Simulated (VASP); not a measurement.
# Sn in VASP: a series of runs, part 2 of 2

VASP 6.6.1. Earlier steps stand in the parts before.

## (3) Relaxation of cell and atoms, LDA

This run uses another cell than the first one, of 26.69 Å³/atom, 1.038 times its volume.

INCAR reads:

```
  ALGO = Fast
  EDIFF = 1E-6
  EDIFFG = -0.005
  ENCUT = 600
  IBRION = 2
  ISIF = 3
  ISMEAR = 0
  LASPH = True
  LCHARG = False
  LREAL = False
  LWAVE = False
  NELM = 80
  NSW = 70
  PREC = Accurate
  SIGMA = 0.1
```

KPOINTS reads:

```
k-points
0
Gamma
  16 16 16
```

POSCAR reads:

```
Sn
1.0
   -1.7544065257      1.7546136901      2.1674907809
    1.7544065257     -1.7546136901      2.1674907809
    1.7544065257      1.7546136901     -2.1674907809
Sn
1
Direct
    0.0000000000      0.0000000000      0.0000000000
```

Potentials or basis: VASP PAW LDA potentials, release 64 (Sn_d).

The run is started by

```console
$ cat potpaw_LDA.64/Sn_d/POTCAR > POTCAR
$ mpirun -np 1 vasp_std > vasp.out
```

OUTCAR:

```text
EDIFF = 1E-6
   EDIFFG = -0.005
   ENCUT = 600
   IBRION = 2
   ISIF = 3
   ISMEAR = 0
   LASPH = True
   LREAL = False
   NELM = 80
   NSW = 70
   PREC = Accurate

 ion  position               nearest neighbor table
   1  0.000  0.000  0.000-

  LATTYP: Found a body centered orthorhombic cell.
 ALAT       =     3.5088130514
 B/A-ratio  =     1.0001180823
 C/A-ratio  =     1.2354552660

  Lattice vectors:

 A1 = (  -1.7544065257,   1.7546136901,   2.1674907809)
 A2 = (   1.7544065257,  -1.7546136901,   2.1674907809)
 A3 = (   1.7544065257,   1.7546136901,  -2.1674907809)

Analysis of symmetry for initial positions (statically):
=====================================================================
 Subroutine PRICEL returns:
 Original cell was already a primitive cell.

 Routine SETGRP: Setting up the symmetry group for a
 body centered orthorhombic supercell.

 Subroutine GETGRP returns: Found  8 space group operations
 (whereof  8 operations were pure point group operations)
 out of a pool of  8 trial point group operations.

The static configuration has the point symmetry D_2h.

Analysis of symmetry for dynamics (positions and initial velocities):
=====================================================================
 Subroutine PRICEL returns:
 Original cell was already a primitive cell.

 Routine SETGRP: Setting up the symmetry group for a
 body centered orthorhombic supercell.

 Subroutine GETGRP returns: Found  8 space group operations
 (whereof  8 operations were pure point group operations)
 out of a pool of  8 trial point group operations.

The dynamic configuration has the point symmetry D_2h.

 Subroutine INISYM returns: Found  8 space group operations
 (whereof  8 operations are pure point group operations),
 and found     1 'primitive' translations

----------------------------------------------------------------------------------------

                                     Primitive cell

  volume of cell :      26.6888
[... 122 lines left out ...]
  energy-cutoff  :      600.00
  volume of cell :       26.69
 maximum number of plane-waves:       907
   NGX = 13   NGY = 13   NGZ = 13

--------------------------------------- Ionic step        1  -------------------------------------------

 number of electron      14.0000003 magnetization

 Free energy of the ion-electron system (eV)
  ---------------------------------------------------
  ext. energy  EPLUGINS =         0.00000000
  ---------------------------------------------------
  free energy    TOTEN  =        -4.44199428 eV

  energy without entropy =       -4.43949040  energy(sigma->0) =       -4.44074234

------------------------ aborting loop because EDIFF is reached ----------------------------------------

  FORCE on cell =-STRESS in cart. coord.  units (eV):
  Direction    XX          YY          ZZ          XY          YZ          ZX
  --------------------------------------------------------------------------------------
  -------------------------------------------------------------------------------------
  Total       -0.2982551     -0.2991010     -0.3109435      0.0000000      0.0000000      0.0000000
  in kB      -17.9048023    -17.9555802    -18.6665090      0.0000000      0.0000000      0.0000000
  external PRESSURE =     -18.1756305 kB  Pullay stress =       0.0000000 kB
[... 267 lines left out ...]
--------------------------------------- Ionic step        9  -------------------------------------------

 number of electron      13.9999995 magnetization

 Free energy of the ion-electron system (eV)
  ---------------------------------------------------
  ext. energy  EPLUGINS =         0.00000000
  ---------------------------------------------------
  free energy    TOTEN  =        -4.44775284 eV

  energy without entropy =       -4.44561789  energy(sigma->0) =       -4.44668536

 E-fermi :   8.5172     XC(G=0): -10.8603

 val. band max:        8.5167034208   @ k =   0.5000   0.3125   0.0000
 cond. band min:       8.5180458754   @ k =  -0.4375   0.1875   0.1250
 fundamental gap:      0.0013424546
 Fermi energy:         8.5172254382

 k-point     1 :       0.0000    0.0000    0.0000
  band No.  band energies     occupation
      1     -12.9837      2.00000
      2     -12.9833      2.00000
      3     -12.9241      2.00000
      4     -12.8820      2.00000
      5     -12.8085      2.00000
      6      -3.0180      2.00000
      7      16.4471      0.00000
      8      16.7638      0.00000
      9      16.7731      0.00000
     10      19.6133      0.00000
     11      20.8605      0.00000
[... 309 lines left out ...]
 k-point    24 :      -0.1250    0.0625    0.0000
  band No.  band energies     occupation
      1     -12.9863      2.00000
      2     -12.9627      2.00000
      3     -12.9197      2.00000
      4     -12.8758      2.00000
      5     -12.8118      2.00000
      6      -2.7306      2.00000
      7      14.5944      0.00000
      8      15.7777      0.00000
      9      16.1517      0.00000
     10      18.7613      0.00000
     11      20.0704      0.00000

 [... further k-points ...]
[... 5 lines left out ...]
  --------------------------------------------------------------------------------------
  -------------------------------------------------------------------------------------
  Total       -0.0007659      0.0041543      0.0004802      0.0000000      0.0000000     -0.0000000
  in kB       -0.0476702      0.2585760      0.0298866      0.0000000      0.0000000     -0.0000000
  external PRESSURE =       0.0802642 kB  Pullay stress =       0.0000000 kB
[... 16 lines left out ...]
  FREE ENERGIE OF THE ION-ELECTRON SYSTEM (eV)
  ---------------------------------------------------
  free  energy   TOTEN  =        -4.4477528421 eV

  energy  without entropy=       -4.4456178852  energy(sigma->0) =       -4.44668536

 reached required accuracy - stopping structural energy minimisation
```

OSZICAR:

```text
N       E                     dE             d eps       ncg     rms          rms(c)
DAV:   1     0.762358050287E+02    0.76236E+02   -0.82321E+03 13807   0.210E+03
DAV:   2     0.198345098214E+00   -0.76037E+02   -0.74367E+02 14034   0.357E+02
[... 71 lines left out ...]
DAV:   1    -0.444997303302E+01   -0.22401E-02   -0.65226E-02 15843   0.269E+00    0.255E-01
RMM:   2    -0.444855269820E+01    0.14203E-02   -0.16364E-03 14636   0.548E-01    0.156E-01
RMM:   3    -0.444773843874E+01    0.81426E-03   -0.72865E-04 14656   0.297E-01    0.119E-02
RMM:   4    -0.444774868225E+01   -0.10244E-04   -0.11930E-04 15486   0.144E-01    0.423E-03
RMM:   5    -0.444775245540E+01   -0.37732E-05   -0.40903E-05 16751   0.723E-02    0.193E-03
RMM:   6    -0.444775284208E+01   -0.38668E-06   -0.51452E-06 11630   0.259E-02
   9 F= -.44477528E+01 E0= -.44466854E+01  d E =-.266089E-03
```

Run time: 22 min. Hardware: 1 thread of Intel Xeon 8259CL, shared host; peak memory 0.34 GiB.

Results:

```
Free energy                            : -4.4478 eV
Relaxed volume                         : 25.74 Å³/atom
Relaxed cell                           : a = 3.248 Å, b = 3.248 Å, c = 3.248 Å, α = 114.95°, β = 114.98°, γ = 98.97°
Space group after relaxing (to 0.05 Å) : I4/mmm (No. 139)
Energy gained by relaxing              : 5.8 meV/atom
Ionic steps                            : 9
Pressure after relaxing                : 0.0 GPa
Band gap on the k mesh                 : zero (band 7 reaches 16.45 eV, above the bottom of band 8 at 6.11 eV)
```

The path:
| step | energy change (eV) | largest force (eV/Å) | pressure (GPa) | volume (Å³) |
| --- | --- | --- | --- | --- |
| 1 | 0.0000 | 0.0000 | -1.82 | 26.69 |
| 2 | -0.0051 | 0.0000 | 0.68 | 25.54 |
| 3 | -0.0055 | 0.0000 | -0.04 | 25.78 |
| 4 | -0.0055 | 0.0000 | 0.03 | 25.77 |
| 5 | -0.0055 | 0.0000 | 0.00 | 25.76 |
| 6 | -0.0056 | 0.0000 | 0.02 | 25.76 |
| 7 | -0.0057 | 0.0000 | -0.02 | 25.75 |
| 8 | -0.0057 | 0.0000 | 0.00 | 25.73 |
| 9 | -0.0058 | 0.0000 | 0.01 | 25.74 |

Final structure:
```
Sn
1.0
    -1.74668    1.74580    2.11033
     1.74668   -1.74580    2.11033
     1.74668    1.74580   -2.11033
Sn
1
Cartesian
  0.0000 0.0000 0.0000
```

Levels at points of the mesh, in eV from the Fermi level:
```tsv
k point	band 4	band 5	band 6	band 7	band 8	band 9	band 10	band 11
(0.00, 0.00, 0.00)	-21.40	-21.33	-11.54	7.93	8.25	8.26	11.10	12.34
(0.50, 0.00, 0.00)	-21.31	-21.26	-6.85	-4.84	4.77	6.51	9.54	9.75
(0.00, 0.50, 0.00)	-21.31	-21.26	-6.85	-4.84	4.78	6.52	9.55	9.76
(0.50, 0.50, 0.00)	-21.30	-21.23	-5.67	-4.27	2.51	3.51	6.65	6.83
(0.50, 0.50, 0.50)	-21.25	-21.25	-3.30	-2.64	0.78	0.79	4.27	4.96
```

Caveat: spin-orbit coupling is left out, which moves the levels of the heavy elements.
